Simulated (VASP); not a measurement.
# Al32O (a cell with a defect): single point with PBEsol

System: Al32O (a cell with a defect).

```
Al O
1.0
     8.10000    0.00000    0.00000
     0.00000    8.10000    0.00000
     0.00000    0.00000    8.10000
Al O
32 1
Direct
  0.50104 0.00260 0.99999
  0.74590 0.24019 0.99802
  0.75139 0.00152 0.24934
  0.00187 0.99868 0.00015
  0.25389 0.24813 0.00382
  0.51229 0.49837 0.00500
  0.74952 0.75728 0.99884
  0.25002 0.00260 0.25100
  0.50255 0.24753 0.25250
  0.74506 0.50222 0.25797
  0.49937 0.00151 0.50137
  0.74782 0.24914 0.49780
  0.74071 0.00418 0.74781
  0.97256 0.49058 0.00862
  0.25885 0.74960 0.00878
  0.00173 0.25097 0.25030
  0.25507 0.49836 0.26236
  0.50284 0.75269 0.25280
  0.99783 0.00418 0.49070
  0.24805 0.24013 0.49586
  0.50805 0.50224 0.49504
  0.74484 0.75404 0.49482
  0.25019 0.99866 0.75184
  0.50032 0.25099 0.75172
  0.74851 0.50071 0.74515
  0.00063 0.74925 0.25334
  0.99515 0.50072 0.49850
  0.24886 0.75731 0.49951
  0.99492 0.23877 0.74487
  0.25863 0.49058 0.72246
  0.50332 0.74922 0.75063
  0.99210 0.75899 0.74204
  0.13974 0.59105 0.88961
```

```yaml
Program: VASP 6.6.1
Task: single point
Functional: PBEsol
Potentials_or_basis: VASP PAW PBE potentials, release 64 (Al, O)
Cutoff: 520 eV
k_mesh: 2 × 2 × 2
Occupations: fermi-dirac, width 0.15 eV
Spin: no spin polarisation
```

| Quantity | Value |
| --- | --- |
| Pressure | -0.6 GPa |
| Largest force | 1.048 eV/Å |
| Band gap on the k mesh | zero (bands 51 and 52 overlap by 0.86 eV) |

Forces on the atoms (eV/Å):
```
Al   0.033  0.011 -0.009
Al  -0.036  0.004  0.004
Al  -0.021 -0.004  0.001
Al  -0.014 -0.018  0.000
Al  -0.017 -0.117 -0.016
Al  -0.104 -0.026 -0.032
Al  -0.011 -0.080  0.015
Al  -0.009  0.011  0.032
Al   0.005 -0.017  0.006
Al  -0.005 -0.010 -0.032
Al   0.002 -0.003 -0.021
Al   0.010 -0.005  0.010
Al   0.049 -0.007  0.002
Al   0.157 -0.125  0.057
Al   0.093  0.149  0.095
Al  -0.006 -0.059  0.026
Al  -0.034 -0.025 -0.106
Al   0.033 -0.017  0.034
Al   0.001 -0.007  0.049
Al   0.005  0.005 -0.035
Al  -0.033 -0.011 -0.005
Al   0.015 -0.022  0.015
Al   0.001 -0.018 -0.015
Al   0.027 -0.060 -0.007
Al  -0.024 -0.028  0.034
Al  -0.014 -0.002  0.027
Al   0.033 -0.028 -0.026
Al   0.015 -0.081 -0.013
Al   0.067  0.045  0.068
Al   0.060 -0.128  0.152
Al   0.030 -0.001 -0.016
Al   0.126 -0.183  0.128
O   -0.432  0.856 -0.421
```

Stress tensor (GPa, compression positive):
```
-0.49  0.06  0.10
 0.06 -0.72  0.07
 0.10  0.07 -0.49
```

Levels at points of the mesh, in eV from the Fermi level:
```tsv
k point	band 47	band 48	band 49	band 50	band 51	band 52	band 53	band 54	band 55	band 56
(0.00, 0.00, 0.00)	-0.43	-0.34	0.25	0.25	0.35	0.48	0.53	0.61	0.83	1.26
(0.50, 0.00, 0.00)	-0.52	-0.41	-0.22	-0.16	-0.13	-0.09	0.01	0.15	0.29	1.21
(0.00, 0.50, 0.00)	-0.52	-0.49	-0.21	-0.15	-0.13	-0.10	0.09	0.18	0.20	1.24
(0.00, 0.00, 0.50)	-0.52	-0.41	-0.22	-0.16	-0.13	-0.09	0.02	0.15	0.29	1.21
(0.50, 0.50, 0.00)	-0.75	-0.32	-0.19	-0.16	0.10	0.61	0.98	0.99	1.01	1.03
(0.00, 0.50, 0.50)	-0.75	-0.32	-0.19	-0.16	0.10	0.61	0.98	0.99	1.01	1.03
(0.50, 0.00, 0.50)	-0.78	-0.35	-0.20	-0.12	0.08	0.62	0.97	1.01	1.02	1.02
(0.50, 0.50, 0.50)	-0.58	-0.56	-0.55	-0.53	-0.52	-0.51	-0.49	-0.45	-0.45	-0.42
```

Wall time 8.4 min on 1 thread of Intel(R) Xeon(R) Platinum 8259CL CPU @ 2.50GHz (Skylake/Cascade Lake), with other jobs on the host, peak memory 0.56 GiB.

Caveat: the k points lie up to 0.39 Å⁻¹ apart, too coarse for converged energies and pressures of a metal; the PAW data sets were made with another functional, which shifts forces and pressure a little.
